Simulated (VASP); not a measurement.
The system is PbO2.

```
Pb O
1.0
     0.00000    2.70199    2.70199
     2.70199    0.00000    2.70199
     2.70199    2.70199    0.00000
Pb O
1 2
Direct
  0.00398 0.00070 0.99688
  0.72955 0.74713 0.77095
  0.24323 0.23403 0.27367
```

This cell differs from its parent crystal: atoms moved at random.

| Property | Result |
| --- | --- |
| Program | VASP 6.6.1 |
| Task | relaxation of the atoms |
| Functional | revpbe exchange, lda correlation |
| Potentials or basis | VASP PAW PBE potentials, release 64 (Pb_d, O) |
| Cutoff | 520 eV |
| k mesh | 7 × 7 × 7 |
| Occupations | gaussian, width 0.1 eV |
| Spin | no spin polarisation |

At the start: pressure 13.6 GPa; volume 13.15 Å³/atom.

**Question.** Where does the relaxation end?

**Answer.** Over 7 steps the energy falls by 12.2 meV/atom at a fixed cell; space group Imm2 (No. 44, to 0.1 Å) before, Fm-3m (No. 225, to 0.1 Å).

Step by step:
```
step  energy change (eV)  largest force (eV/Å)  pressure (GPa)
   1              0.0000                0.6636           13.65
   2             -0.0296                0.2833           13.20
   3             -0.0360                0.0741           13.10
   4             -0.0360                0.0726           13.09
   5             -0.0365                0.0295           13.09
   6             -0.0366                0.0053           13.09
   7             -0.0366                0.0034           13.09
```

Final structure:
```
CELL_PARAMETERS angstrom
0.00000 2.70199 2.70199
2.70199 0.00000 2.70199
2.70199 2.70199 0.00000
ATOMIC_POSITIONS crystal
Pb 0.99224 0.99401 0.01379
O 0.74225 0.74396 0.76380
O 0.24227 0.24390 0.26392
```

Caveat: the cell differs from its parent crystal (atoms moved at random); the PAW data sets were made with another functional, which shifts forces and pressure a little.
